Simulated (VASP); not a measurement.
CdTe: elastic constants with LDA

CdTe:

```
CELL_PARAMETERS angstrom
3.20500 3.20500 0.00000
-3.20500 3.20500 0.00000
0.00000 3.20500 3.20500
ATOMIC_POSITIONS crystal
Cd 0.00000 0.00000 0.00000
Te 0.75000 0.25000 0.50000
```

| Item | Value |
| --- | --- |
| Program | VASP 6.6.1 |
| Task | elastic constants |
| Functional | LDA |
| Potentials or basis | VASP PAW LDA potentials, release 64 (Cd, Te) |
| Cutoff | 600 eV |
| k mesh | 6 × 6 × 6 |
| Occupations | gaussian, width 0.01 eV |
| Spin | no spin polarisation |
| Dipole correction | no |
| Ions in elastic constants | relaxed |
| Further INCAR settings | ALGO = Normal; EDIFF = 1e-08; IBRION = 6; POTIM = 0.015; NSW = 1; ISIF = 3 |

```json
{
  "Elastic constants C11, C12, C44": "59, 41, 21 GPa",
  "Voigt bulk modulus": "47 GPa",
  "Highest phonon frequency at Γ, LO-TO splitting left out": "150 cm⁻¹"
}
```

Phonon frequencies in cm⁻¹ (negative: imaginary):
```
              q point        frequencies
(0.000, 0.000, 0.000)  0 0 0 150 150 150
```

Elastic tensor in Voigt notation (GPa, in the Cartesian axes of the cell as first typed):
```
59 41 41  0  0  0
41 59 41  0  0  0
41 41 59  0  0  0
 0  0  0 21  0  0
 0  0  0  0 21  0
 0  0  0  0  0 21
```

Clamped-ion elastic tensor (GPa):
```
59 41 41  0  0  0
41 59 41  0  0  0
41 41 59  0  0  0
 0  0  0 43  0  0
 0  0  0  0 43  0
 0  0  0  0  0 43
```

Wall time 10 min on 1 thread of Intel(R) Xeon(R) Platinum 8375C CPU @ 2.90GHz (Ice Lake) (shared host), peak memory 0.27 GiB.
